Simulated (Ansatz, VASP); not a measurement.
One calculation of SnO2, two programs

```
Sn O
1.0
     3.95191    0.00000    0.00000
     0.00000    3.95191    0.00000
     0.00000    0.00000    7.83339
Sn O
2 4
Direct
  0.00000 0.00000 0.00000
  0.00000 0.00000 0.50000
  0.50000 0.00000 0.00000
  0.00000 0.50000 0.50000
  0.00000 0.00000 0.25000
  0.00000 0.00000 0.75000
```

Change from the starting cell: ordered vacancies on the anion sites of rhenium trioxide (P4_2/mmc, No. 131).

Alike in both runs: functional PBE; k mesh 10 × 10 × 6; occupations gaussian, width 0.1 eV; no spin polarisation.

Ansatz relaxed the structure, and its values are those at the end. VASP's run is a single point on that final structure, the one shown.

```csv
,VASP,Ansatz
version,VASP 6.6.1,Ansatz 0.2.0
potentials or method,"VASP PAW PBE potentials, release 64 (Sn_d, O), cutoff 520 eV","scalar-relativistic, plane waves, PAW"
valence electrons in the cell,52,52
```

|  | VASP | Ansatz | Ansatz less VASP |
| --- | --- | --- | --- |
| gap on the k mesh at the Fermi level (eV) | none | none | - |
| pressure (GPa) | 0.3 | 0.0 | -0.32 |

A gap of «none» marks a metal or a gap that the smearing closes.
